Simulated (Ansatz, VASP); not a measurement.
# Two plane-wave programs on Pt

The input INCAR:

```
  PREC = Accurate
  ENCUT = 520
  EDIFF = 1E-6
  ISMEAR = 0
  SIGMA = 0.15
  LREAL = F
  LASPH = T
  NELM = 80
  ALGO = Fast
  ISIF = 2
  LWAVE = F
  LCHARG = F
  GGA = PE
  NBANDS = 11
```

File KPOINTS:

```
regular mesh
0
Gamma
  20 20 20
```

File POSCAR:

```
Pt
1.0
    0.0000000000      2.1047425000      1.9579000000
    2.1047425000      0.0000000000      1.9579000000
    2.1047425000      2.1047425000      0.0000000000
Pt
1
Direct
    0.0000000000      0.0000000000      0.0000000000
```

Input for Ansatz:

```yaml
crystal:
  lattice:
    - [0.0, 2.1047425, 1.9579]
    - [2.1047425, 0.0, 1.9579]
    - [2.1047425, 2.1047425, 0.0]
  atoms:
    - { symbol: Pt, position: [0.0, 0.0, 0.0] }
basis:
  ecutwfc: 420
kpoints:
  mp_grid: { grid: [20, 20, 20] }
hamiltonian:
  xc: pbe
scf:
  occupations: { method: gaussian, width: 0.15 }
output:
  forces: true
  stress: true
  eigenvalues: true
```

Change from the starting cell: strain +0.0750 x Voigt [1, 1, 0, 0, 0, 0], atoms carried along.

Alike in both runs: task single point; functional PBE; k mesh 20 × 20 × 20; occupations gaussian, width 0.15 eV; no spin polarisation.

|  | VASP | Ansatz |
| --- | --- | --- |
| version | VASP 6.6.1 | Ansatz 0.2.0 |
| potentials or method | VASP PAW PBE potentials, release 64 (Pt), cutoff 520 eV | scalar-relativistic, plane waves, PAW |
| valence electrons in the cell | 10 | 18 |

```csv
,VASP,Ansatz,Ansatz less VASP
gap on the k mesh at the Fermi level (eV),none,none,-
pressure (GPa),-19.2,-18.9,+0.28
"traceless stress, the component that is largest in VASP (GPa)",1.73,1.74,+0.011
```

A gap of «none» marks a metal or a gap that the smearing closes. With one functional, cell and mesh, what is left measures potentials, basis and numerics. VASP's potentials hold 10 valence electrons a cell and Ansatz's 18, so a difference there can come from the potentials and not from the codes.

Neither program's run includes spin-orbit coupling.
